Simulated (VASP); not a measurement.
Pt: single point with r2SCAN

Pt:

```
Pt
1.0
     0.00000    2.00873    2.00873
     2.00873    0.00000    2.00873
     2.00873    2.00873    0.00000
Pt
1
Cartesian
  0.0000 0.0000 0.0000
```

This cell differs from its parent crystal: volume scaled by 1.06.

```yaml
Program: VASP 6.6.1
Task: single point
Functional: r2SCAN
Potentials_or_basis: VASP PAW PBE potentials, release 64 (Pt)
Cutoff: 520 eV
k_mesh: 18 × 18 × 18
Occupations: gaussian, width 0.1 eV
Spin: no spin polarisation
Dipole_correction: no
Further_INCAR_settings: ALGO = Normal; EDIFF = 1e-06; NBANDS = 11
```

```yaml
Pressure: -13.0 GPa
Band_gap_on_the_k_mesh: zero (band 5 reaches 10.13 eV, above the bottom of band 6 at 8.03 eV)
```

Levels at points of the mesh, in eV from the Fermi level:
| k point | band 3 | band 4 | band 5 | band 6 | band 7 | band 8 |
| --- | --- | --- | --- | --- | --- | --- |
| (0.00, 0.00, 0.00) | -3.48 | -3.48 | -1.57 | -1.57 | 15.66 | 20.40 |
| (0.50, 0.00, 0.00) | -3.56 | 0.00 | 0.01 | 0.01 | 5.60 | 15.28 |
| (0.50, 0.50, 0.00) | -0.07 | 0.45 | 0.45 | 2.09 | 8.56 | 11.77 |

Run time: 37 s on 1 thread of Intel(R) Xeon(R) 6975P-C (Granite Rapids), on a shared host, peak memory 0.17 GiB.

Caveat: the PAW data sets were made with another functional, which shifts forces and pressure a little; spin-orbit coupling is left out, which moves the levels of the heavy elements.
